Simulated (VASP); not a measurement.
# BaTiO3 (Barioperovskite) (Amm2) in VASP: further runs

BaTiO3 (Barioperovskite) is run at these levels: r2SCAN; tasks: single point.

Everything below comes from runs of VASP 6.6.1. Logs are shortened: lines on timing, memory, paths and dates and some standing lists are left out, and cuts for length are marked.

### Step 1. The cell of the first run

Symmetry: Amm2, No. 38, orthorhombic system. The conventional cell has a = 3.876 Å, b = 5.518 Å, c = 5.534 Å, α = 90.00°, β = 90.00°, γ = 90.00°. Ba (site symmetry mm2) has 12 O at 2.70 to 2.84 Å and 8 Ti at 3.32 to 3.43 Å within 3.6 Å. Ti (site symmetry mm2) has 6 O at 1.87 to 2.03 Å within 2.5 Å. O (site symmetry mm2) has 2 Ti at 1.94 Å within 2.6 Å. O (site symmetry m) has 2 Ti at 1.87 to 2.03 Å within 2.5 Å.

### Step 2. Single point, r2SCAN

Input file POSCAR:

```
BaTiO3
1.0
    3.8762527669      0.0000000000      0.0000000000
    0.0000000000      2.7591372411      2.7671610989
    0.0000000000     -2.7591372411      2.7671610989
Ba Ti O
1 1 3
Direct
    0.0000000000      0.0000000000      0.0000000000
    0.5000000000      0.5124000000      0.5124000000
    0.0000000000      0.4874000000      0.4874000000
    0.5000000000      0.5052400000      0.9918400000
    0.5000000000      0.9918400000      0.5052400000
```

Input file INCAR.step1:

```
SYSTEM = BaTiO3
  PREC = Accurate
  ENCUT = 520
  ISMEAR = 0
  SIGMA = 0.01
  LREAL = .False.
  LASPH = .True.
  NELM = 80
  NBANDS = 28
  GGA = PE
  ALGO = Normal
  EDIFF = 1E-4
  LWAVE = .True.
  LCHARG = .False.
```

Input file INCAR.step2:

```
SYSTEM = BaTiO3
  PREC = Accurate
  ENCUT = 520
  EDIFF = 1E-6
  ISMEAR = 0
  SIGMA = 0.01
  LREAL = .False.
  LASPH = .True.
  NELM = 80
  ALGO = Normal
  ISIF = 2
  LWAVE = .False.
  LCHARG = .False.
  METAGGA = R2SCAN
  LMIXTAU = .True.
  NBANDS = 28
  ISTART = 1
```

Input file KPOINTS:

```
Automatic mesh
0
Gamma
  6 6 6
  0 0 0
```

Potentials or basis: VASP PAW PBE potentials, release 64 (Ba_sv, Ti_sv, O).

Launch:

```console
cat potpaw_PBE.64/Ba_sv/POTCAR potpaw_PBE.64/Ti_sv/POTCAR potpaw_PBE.64/O/POTCAR > POTCAR
cp INCAR.step1 INCAR
mpirun -np 1 vasp_std > vasp.out
cp INCAR.step2 INCAR
mpirun -np 1 vasp_std > vasp.out
```

OUTCAR:

```text
SYSTEM = BaTiO3
   PREC = Accurate
   ENCUT = 520
   EDIFF = 1E-6
   ISMEAR = 0
   LREAL = .False.
   LASPH = .True.
   NELM = 80
   ISIF = 2
   METAGGA = R2SCAN
   ISTART = 1

 ion  position               nearest neighbor table
   1  0.000  0.000  0.000-   3 2.70   4 2.74   5 2.74   4 2.74   5 2.74   3 2.76   3 2.76   4 2.77
                             5 2.77   5 2.77   4 2.77   3 2.84   2 3.32   2 3.32   2 3.37   2 3.37
   2  0.500  0.512  0.512-   4 1.87   5 1.87   3 1.94   3 1.94   5 2.03   4 2.03   1 3.32   1 3.32
                             1 3.37   1 3.37   1 3.37   1 3.37   1 3.43   1 3.43
   3  0.000  0.487  0.487-   2 1.94   2 1.94   1 2.70   1 2.76   1 2.76   1 2.84
   4  0.500  0.505  0.992-   2 1.87   2 2.03   1 2.74   1 2.74   1 2.77   1 2.77
   5  0.500  0.992  0.505-   2 1.87   2 2.03   1 2.74   1 2.74   1 2.77   1 2.77

  LATTYP: Found a base centered orthorhombic cell.
 ALAT       =     5.5182744822
 B/A-ratio  =     1.0029081039
 C/A-ratio  =     0.7024392823

  Lattice vectors:

 A1 = (   0.0000000000,   2.7591372411,  -2.7671610989)
 A2 = (   0.0000000000,   2.7591372411,   2.7671610989)
 A3 = (   3.8762527669,   0.0000000000,   0.0000000000)

Analysis of symmetry for initial positions (statically):
=====================================================================
 Subroutine PRICEL returns:
 Original cell was already a primitive cell.

 Routine SETGRP: Setting up the symmetry group for a
 base centered orthorhombic supercell.

 Subroutine GETGRP returns: Found  4 space group operations
 (whereof  4 operations were pure point group operations)
 out of a pool of  8 trial point group operations.

The static configuration has the point symmetry C_2v.

Analysis of symmetry for dynamics (positions and initial velocities):
=====================================================================
 Subroutine PRICEL returns:
 Original cell was already a primitive cell.

 Routine SETGRP: Setting up the symmetry group for a
 base centered orthorhombic supercell.

 Subroutine GETGRP returns: Found  4 space group operations
 (whereof  4 operations were pure point group operations)
 out of a pool of  8 trial point group operations.

The dynamic configuration has the point symmetry C_2v.

 Subroutine INISYM returns: Found  4 space group operations
 (whereof  4 operations are pure point group operations),
 and found     1 'primitive' translations

----------------------------------------------------------------------------------------

                                     Primitive cell

  volume of cell :      59.1902

  direct lattice vectors                    reciprocal lattice vectors
     3.876252767  0.000000000  0.000000000     0.257981112  0.000000000  0.000000000
     0.000000000  2.759137241  2.767161099     0.000000000  0.181216067  0.180690600
     0.000000000 -2.759137241  2.767161099     0.000000000 -0.181216067  0.180690600

  length of vectors
     3.876252767  3.907687150  3.907687150     0.257981112  0.255906929  0.255906929

  position of ions in fractional coordinates (direct lattice)
     0.000000000  0.000000000  0.000000000
     0.500000000  0.512400000  0.512400000
     0.000000000  0.487400000  0.487400000
     0.500000000  0.505240000  0.991840000
     0.500000000  0.991840000  0.505240000

  ion indices of the primitive-cell ions
   primitive index   ion index
                 1           1
                 2           2
                 3           3
                 4           4
                 5           5

----------------------------------------------------------------------------------------

 KPOINTS: Automatic mesh

Automatic generation of k-mesh.
 Grid dimensions read from file:
 generate k-points for:    6    6    6

 Generating k-lattice:

  Cartesian coordinates                     Fractional coordinates (reciprocal lattice)
     0.042996852  0.000000000  0.000000000     0.166666667  0.000000000  0.000000000
     0.000000000  0.030202678  0.030115100     0.000000000  0.166666667  0.000000000
     0.000000000 -0.030202678  0.030115100     0.000000000  0.000000000  0.166666667

  Length of vectors
     0.042996852  0.042651155  0.042651155

  Shift w.r.t. Gamma in fractional coordinates (k-lattice)
     0.000000000  0.000000000  0.000000000

 Subroutine IBZKPT returns following result:
 ===========================================

 Found     52 irreducible k-points:

 Following reciprocal coordinates:
            Coordinates               Weight
  0.000000  0.000000  0.000000      1.000000
  0.166667  0.000000  0.000000      2.000000
  0.333333  0.000000  0.000000      2.000000
  0.500000  0.000000  0.000000      1.000000
  0.000000  0.166667  0.000000      4.000000
  0.166667  0.166667  0.000000      8.000000
[... 16 lines left out ...]
  0.333333  0.333333  0.166667      8.000000
  0.500000  0.333333  0.166667      4.000000
 [... further k-points ...]
   k-points           NKPTS =     52   k-points in BZ     NKDIM =     52   number of bands    NBANDS=     28
   number of dos      NEDOS =    301   number of ions     NIONS =      5
   total plane-waves  NPLWV =  27000
   dimension x,y,z NGX =    30 NGY =   30 NGZ =   30
   dimension x,y,z NGXF=    60 NGYF=   60 NGZF=   60
   ions per type =               1   1   3
   NGX,Y,Z   is equivalent  to a cutoff of  12.87, 12.76, 12.76 a.u.
   NGXF,Y,Z  is equivalent  to a cutoff of  25.73, 25.53, 25.53 a.u.
 SYSTEM =  BaTiO3
   PREC   = accura    normal or accurate (medium, high low for compatibility)
   ISTART =      1    job   : 0-new  1-cont  2-samecut
   ICHARG =      0    charge: 1-file 2-atom 10-const
   ISPIN  =      1    spin polarized calculation?
   LNONCOLLINEAR =      F non collinear calculations
   LSORBIT =      F    spin-orbit coupling
   LASPH  =      T    aspherical Exc in radial PAW
   ENCUT  =  520.0 eV  38.22 Ry    6.18 a.u.   7.21  7.27  7.27*2*pi/ulx,y,z
   NELM   =     80;   NELMIN=  2; NELMDL=  0     # of ELM steps
   EDIFF  = 0.1E-05   stopping-criterion for ELM
   LREAL  =      F    real-space projection
[... 7 lines left out ...]
   TEBEG  =    0.0;   TEEND  =   0.0 temperature during run
   PSTRESS=    0.0 pullay stress
   NELECT =      40.0000    total number of electrons
   NUPDOWN=      -1.0000    fix difference up-down
   EMIN   =  10.00;   EMAX   =-10.00  energy-range for DOS
   EFERMI =   0.00;   METHOD = LEGACY
   ISMEAR =     0;   SIGMA  =   0.01  broadening in eV -4-tet -1-fermi 0-gaus
   EFERMI_NEDOS =   21; number of points for ismear=-14 and -15
   IALGO  =     38    algorithm
   IMIX   =      4    mixing-type and parameters
     AMIX     =   0.40;   BMIX     =  1.00
     AMIX_MAG =   1.60;   BMIX_MAG =  1.00
  volume/ion in A,a.u.               =      11.84        79.89
  Fermi-wavevector in a.u.,A,eV,Ry     =   1.436630  2.714837 28.081137  2.063905
  Thomas-Fermi vector in A             =   2.555797
   LORBIT       =      0    0 simple, 1 ext, 2 COOP (PROOUT), +10 PAW based schemes
   METAGGA = R2SCAN    functional components
   LHFCALC =     F    Hartree Fock is set to
   AEXX    =    0.0000 exact exchange contribution
   IVDW    =     0    specifies the selected vdW correction
   LEPSILON=     F    determine dielectric tensor
   LRPA    =     F    only Hartree local field effects (RPA)
 non-spin polarized calculation
 Gauss-broadening in eV      SIGMA  =   0.01
  energy-cutoff  :      520.00
  volume of cell :       59.19
 maximum number of plane-waves:      1620
 NGX is ok and might be reduce to    30
   NGX = 15   NGY = 15   NGZ = 15

 number of electron      40.0000011 magnetization

 Free energy of the ion-electron system (eV)
  ---------------------------------------------------
  ext. energy  EPLUGINS =         0.00000000
  ---------------------------------------------------
  free energy    TOTEN  =       -73.92079156 eV

  energy without entropy =      -73.92079156  energy(sigma->0) =      -73.92079156

 E-fermi :   4.2370     XC(G=0): -12.3760

 val. band max:        4.1694038569   @ k =   0.5000   0.5000   0.5000
 cond. band min:       6.6075635547   @ k =   0.0000   0.0000   0.0000
 fundamental gap:      2.4381596978
 Fermi energy:         4.2369618085

 k-point     1 :       0.0000    0.0000    0.0000
  band No.  band energies     occupation
      1     -54.2401      2.00000
      2     -29.4738      2.00000
      3     -29.4700      2.00000
      4     -29.4526      2.00000
      5     -21.1560      2.00000
      6     -13.8438      2.00000
[... 20 lines left out ...]
     27       9.9379      0.00000
     28      13.4389      0.00000

 k-point     2 :       0.1667    0.0000    0.0000
  band No.  band energies     occupation
      1     -54.2396      2.00000
      2     -29.4762      2.00000
      3     -29.4730      2.00000
      4     -29.4689      2.00000
      5     -21.1056      2.00000
      6     -13.8963      2.00000
[... 20 lines left out ...]
     27      10.4970      0.00000
     28      13.7078      0.00000

 k-point     3 :       0.3333    0.0000    0.0000
  band No.  band energies     occupation
      1     -54.2386      2.00000
      2     -29.5221      2.00000
      3     -29.4713      2.00000
      4     -29.4674      2.00000
      5     -21.0013      2.00000
      6     -14.1216      2.00000
[... 20 lines left out ...]
     27      11.9337      0.00000
     28      13.5125      0.00000

 k-point     4 :       0.5000    0.0000    0.0000
  band No.  band energies     occupation
      1     -54.2382      2.00000
      2     -29.5448      2.00000
      3     -29.4705      2.00000
      4     -29.4666      2.00000
      5     -20.9471      2.00000
      6     -14.2542      2.00000
[... 578 lines left out ...]
     27      12.6781      0.00000
     28      13.9798      0.00000

 k-point    23 :       0.3333    0.3333    0.1667
  band No.  band energies     occupation
      1     -54.2369      2.00000
      2     -29.5312      2.00000
      3     -29.5172      2.00000
      4     -29.4878      2.00000
      5     -20.8741      2.00000
      6     -13.6844      2.00000
[... 20 lines left out ...]
     27      13.5857      0.00000
     28      13.7711      0.00000

 k-point    24 :       0.5000    0.3333    0.1667
  band No.  band energies     occupation
      1     -54.2364      2.00000
      2     -29.5395      2.00000
      3     -29.5298      2.00000
      4     -29.4869      2.00000
      5     -20.8392      2.00000
      6     -13.6362      2.00000
[... 20 lines left out ...]
     27      13.4567      0.00000
     28      13.9704      0.00000

 [... further k-points ...]
[... 5 lines left out ...]
  --------------------------------------------------------------------------------------
  -------------------------------------------------------------------------------------
  Total        7.2161224      7.2582170      6.9565213      0.0000000      0.0000000      0.0000000
  in kB      195.3280614    196.4674908    188.3011052      0.0000000      0.0000000      0.0000000
  external PRESSURE =     193.3655524 kB  Pullay stress =       0.0000000 kB

 VOLUME and BASIS-vectors are now :
 -----------------------------------------------------------------------------
  energy-cutoff  :      520.00
  volume of cell :       59.19
      direct lattice vectors                 reciprocal lattice vectors
     3.876252767  0.000000000  0.000000000     0.257981112  0.000000000  0.000000000
     0.000000000  2.759137241  2.767161099     0.000000000  0.181216067  0.180690600
     0.000000000 -2.759137241  2.767161099     0.000000000 -0.181216067  0.180690600

 POSITION                                       TOTAL-FORCE (eV/Angst)
 -----------------------------------------------------------------------------------
      0.00000      0.00000      0.00000         0.000000      0.000000      0.180535
      1.93813      0.00000      2.83579         0.000000      0.000000     -0.376773
      0.00000      0.00000      2.69743         0.000000      0.000000      0.228365
      1.93813     -1.34260      4.14266         0.000000     -0.355576     -0.016063
      1.93813      1.34260      4.14266         0.000000      0.355576     -0.016063
 -----------------------------------------------------------------------------------
    total drift:                                0.000000      0.000001     -0.019577

  FREE ENERGIE OF THE ION-ELECTRON SYSTEM (eV)
  ---------------------------------------------------
  free  energy   TOTEN  =       -73.9207915593 eV

  energy  without entropy=      -73.9207915593  energy(sigma->0) =      -73.92079156
```

It took 3.2 min on 1 thread of Intel Xeon Platinum 8488C (Sapphire Rapids), shared host; peak memory 0.22 GiB.

What came out:

```
Free energy            : -73.9208 eV
Pressure               : 19.3 GPa
Largest force          : 0.377 eV/Å
Band gap on the k mesh : 2.44 eV, indirect (least direct gap 2.57 eV)
```

Forces in eV/Å, atoms in the order of the input:
```
Ba   0.000  0.000  0.181
Ti   0.000  0.000 -0.377
O    0.000  0.000  0.228
O    0.000 -0.356 -0.016
O    0.000  0.356 -0.016
```

Caveat: the PAW data sets were made with another functional, which shifts forces and pressure a little; spin-orbit coupling is left out, which moves the levels of the heavy elements. r2SCAN opens gaps a little over a GGA but as a rule still falls short of measured ones.

### Step 3. Single point, r2SCAN

This run uses another cell than the first one, of 12.18 Å³/atom, 1.029 times its volume.

Changes to POSCAR since step 2:

```diff
@@ -2,5 +2,5 @@
 1.0
-    3.8762527669      0.0000000000      0.0000000000
-    0.0000000000      2.7591372411      2.7671610989
-    0.0000000000     -2.7591372411      2.7671610989
+    3.9133483488      0.0000000000      0.0000000000
+    0.0000000000      2.7855420727      2.7936427185
+    0.0000000000     -2.7855420727      2.7936427185
 Ba Ti O
```

Input file INCAR.step1:

```
SYSTEM = BaTiO3
ALGO = Normal
EDIFF = 1E-4
ENCUT = 520
GGA = PE
ISMEAR = 0
LASPH = .True.
LCHARG = .False.
LREAL = .False.
LWAVE = .True.
NBANDS = 28
NELM = 100
PREC = Accurate
SIGMA = 0.01
```

Input file INCAR.step2:

```
SYSTEM = BaTiO3
ALGO = Normal
EDIFF = 1E-6
ENCUT = 520
ISIF = 2
ISMEAR = 0
ISTART = 1
LASPH = .True.
LCHARG = .False.
LMIXTAU = .True.
LREAL = .False.
LWAVE = .False.
METAGGA = R2SCAN
NBANDS = 28
NELM = 100
PREC = Accurate
SIGMA = 0.01
```

Input file KPOINTS:

```
k-points
0
Gamma
  6 6 6
  0 0 0
```

Potentials or basis: VASP PAW PBE potentials, release 64 (Ba_sv, Ti_sv, O).

Launch:

```console
cat potpaw_PBE.64/Ba_sv/POTCAR potpaw_PBE.64/Ti_sv/POTCAR potpaw_PBE.64/O/POTCAR > POTCAR
cp INCAR.step1 INCAR
mpirun -np 1 vasp_std > vasp.out
cp INCAR.step2 INCAR
mpirun -np 1 vasp_std > vasp.out
```

It took 2.9 min on 1 thread of Intel Xeon Platinum 8488C (Sapphire Rapids), shared host; peak memory 0.23 GiB.

Results (log left out):

* Free energy: -74.0920 eV
* Pressure: 12.3 GPa
* Largest force: 0.256 eV/Å
* Band gap on the k mesh: 2.37 eV, indirect (least direct gap 2.54 eV)

Forces in eV/Å, atoms in the order of the input:
```
Ba   0.000  0.000  0.174
Ti   0.000  0.000 -0.200
O    0.000  0.000  0.244
O    0.000 -0.231 -0.109
O    0.000  0.231 -0.109
```

Stress tensor (GPa, compression positive):
```
12.51  0.00  0.00
 0.00 12.64  0.00
 0.00  0.00 11.88
```

Levels at points of the mesh, in eV from the valence-band top:
| k point | band 17 | band 18 | band 19 | band 20 | band 21 | band 22 | band 23 | band 24 |
| --- | --- | --- | --- | --- | --- | --- | --- | --- |
| (0.00, 0.00, 0.00) | -1.21 | -0.31 | -0.21 | -0.17 | 2.37 | 2.43 | 2.60 | 4.69 |
| (0.50, 0.00, 0.00) | -1.88 | -1.79 | -0.86 | -0.81 | 2.59 | 4.17 | 4.27 | 4.68 |
| (0.00, 0.50, 0.00) | -1.91 | -1.75 | -0.85 | -0.78 | 2.64 | 4.20 | 4.24 | 4.74 |
| (0.50, 0.50, 0.00) | -1.75 | -0.87 | -0.86 | -0.09 | 4.23 | 4.24 | 4.67 | 5.58 |
| (0.00, 0.50, 0.50) | -1.69 | -0.89 | -0.85 | -0.15 | 4.21 | 4.28 | 4.67 | 5.71 |
| (0.50, 0.50, 0.50) | -2.37 | -0.05 | -0.01 | 0.00 | 4.91 | 4.96 | 4.97 | 7.56 |

Caveat: the PAW data sets were made with another functional, which shifts forces and pressure a little; spin-orbit coupling is left out, which moves the levels of the heavy elements.

### Step 4. Single point, r2SCAN

This run uses another cell than the first one, of 12.52 Å³/atom, 1.058 times its volume.

Changes to POSCAR since step 3:

```diff
@@ -2,5 +2,5 @@
 1.0
-    3.9133483488      0.0000000000      0.0000000000
-    0.0000000000      2.7855420727      2.7936427185
-    0.0000000000     -2.7855420727      2.7936427185
+    3.9497536798      0.0000000000      0.0000000000
+    0.0000000000      2.8114555800      2.8196315850
+    0.0000000000     -2.8114555800      2.8196315850
 Ba Ti O
```

INCAR.step1 is that of step 3.

INCAR.step2 is that of step 3.

KPOINTS is that of step 3.

Launch:

```console
cat potpaw_PBE.64/Ba_sv/POTCAR potpaw_PBE.64/Ti_sv/POTCAR potpaw_PBE.64/O/POTCAR > POTCAR
cp INCAR.step1 INCAR
mpirun -np 1 vasp_std > vasp.out
cp INCAR.step2 INCAR
mpirun -np 1 vasp_std > vasp.out
```

Wall time 3.5 min (1 thread of Intel Xeon Platinum 8488C (Sapphire Rapids), shared host); peak memory 0.24 GiB.

It converged, with:

| Item | Value |
| --- | --- |
| Free energy | -74.1934 eV |
| Pressure | 6.3 GPa |
| Largest force | 0.257 eV/Å |
| Band gap on the k mesh | 2.31 eV, indirect (least direct gap 2.50 eV) |

Forces on the atoms (eV/Å):
```
Ba   0.000  0.000  0.168
Ti   0.000  0.000 -0.036
O    0.000  0.000  0.257
O    0.000 -0.118 -0.195
O    0.000  0.118 -0.195
```

Stress tensor (GPa, compression positive):
```
6.45 0.00 0.00
0.00 6.57 0.00
0.00 0.00 5.86
```

Levels at points of the mesh, in eV from the valence-band top:
| k point | band 17 | band 18 | band 19 | band 20 | band 21 | band 22 | band 23 | band 24 |
| --- | --- | --- | --- | --- | --- | --- | --- | --- |
| (0.00, 0.00, 0.00) | -1.17 | -0.33 | -0.24 | -0.20 | 2.31 | 2.36 | 2.52 | 4.49 |
| (0.50, 0.00, 0.00) | -1.85 | -1.76 | -0.86 | -0.81 | 2.51 | 4.02 | 4.11 | 4.47 |
| (0.00, 0.50, 0.00) | -1.87 | -1.72 | -0.85 | -0.78 | 2.56 | 4.05 | 4.08 | 4.52 |
| (0.50, 0.50, 0.00) | -1.77 | -0.89 | -0.88 | -0.09 | 4.07 | 4.09 | 4.50 | 5.33 |
| (0.00, 0.50, 0.50) | -1.70 | -0.91 | -0.87 | -0.15 | 4.05 | 4.12 | 4.50 | 5.46 |
| (0.50, 0.50, 0.50) | -2.40 | -0.05 | -0.01 | 0.00 | 4.72 | 4.76 | 4.78 | 7.41 |

Caveat: the PAW data sets were made with another functional, which shifts forces and pressure a little; spin-orbit coupling is left out, which moves the levels of the heavy elements. A k mesh can miss the band edges.

### Step 5. The runs side by side

| cell | gap on the mesh (eV) | pressure (GPa) | largest force (eV/Å) |
| --- | --- | --- | --- |
| a = 3.876, b = 3.908, c = 3.908 Å, angles 89.8, 90.0, 90.0°, 5 atoms | 2.44 | 19.3 | 0.38 |
| a = 3.913, b = 3.945, c = 3.945 Å, angles 89.8, 90.0, 90.0°, 5 atoms | 2.37 | 12.3 | 0.26 |
| a = 3.950, b = 3.982, c = 3.982 Å, angles 89.8, 90.0, 90.0°, 5 atoms | 2.31 | 6.3 | 0.26 |

Alike in all rows: task single point; level r2SCAN; potentials or basis VASP PAW PBE potentials, release 64 (Ba_sv, Ti_sv, O); no spin polarisation; k mesh 6 × 6 × 6; cutoff (eV) 520; smearing gaussian 0.01 eV.

Caveats: the PAW data sets were made with another functional, which shifts forces and pressure a little; spin-orbit coupling is left out, which moves the levels of the heavy elements.

Absolute energies hang on the potentials; compare differences alone.
